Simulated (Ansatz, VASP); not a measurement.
**Na: VASP beside Ansatz**

```
Na
1.0
    -2.11750    2.11750    2.09633
     2.11750   -2.11750    2.09633
     2.11750    2.11750   -2.09633
Na
1
Direct
  0.00000 0.00000 0.00000
```

Change from the starting cell: zz strain of -1 %, crystal datasets.

Alike in both runs: task electric field gradients; functional PBEsol; k mesh 11 × 11 × 11; occupations fermi-dirac, width 0.03 eV; no spin polarisation.

|  | VASP | Ansatz |
| --- | --- | --- |
| version | VASP 6.6.1 | Ansatz 0.2.0 |
| potentials or method | VASP PAW PBE potentials, release 64 (Na_pv), cutoff 520 eV | all-electron PAW with datasets made for the crystal, scalar-relativistic |

```tsv
	VASP	Ansatz	Ansatz less VASP
pressure (GPa)	-0.3	-0.3	0.00
```

VASP's potentials were made for PBE, not for PBEsol. Ansatz ran all-electron here, and VASP with PAW potentials.
